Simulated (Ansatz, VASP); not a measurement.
# Two plane-wave programs on SrCl2

```
Sr Cl
1.0
     2.45672    1.41839    4.01532
    -2.45672    1.41839    4.01532
     0.00000   -2.83678    4.01532
Sr Cl
1 2
Cartesian
  0.0000 0.0000 0.0000
  0.0000 0.0000 3.0109
  0.0000 0.0000 9.0350
```

Alike in both runs: task single point; functional PBE-based screened hybrid; k mesh 4 × 4 × 4; no spin polarisation.

```csv
,VASP,Ansatz
version,VASP 6.6.1,Ansatz 0.2.0
potentials or method,"VASP PAW PBE potentials, release 64 (Sr_sv, Cl)",plane waves
plane-wave cutoff (eV),520,420
occupations,"gaussian, width 0.01 eV",fixed
valence electrons in the cell,24,24
```

```csv
,VASP,Ansatz,Ansatz less VASP
gap on the k mesh at the Fermi level (eV),5.65,5.66,+0.007
pressure (GPa),1.3,1.3,-0.08
```

VASP's potentials were made for PBE, not for PBE-based screened hybrid. Ansatz's warnings: stress exchange threshold loose, stress scf threshold loose.
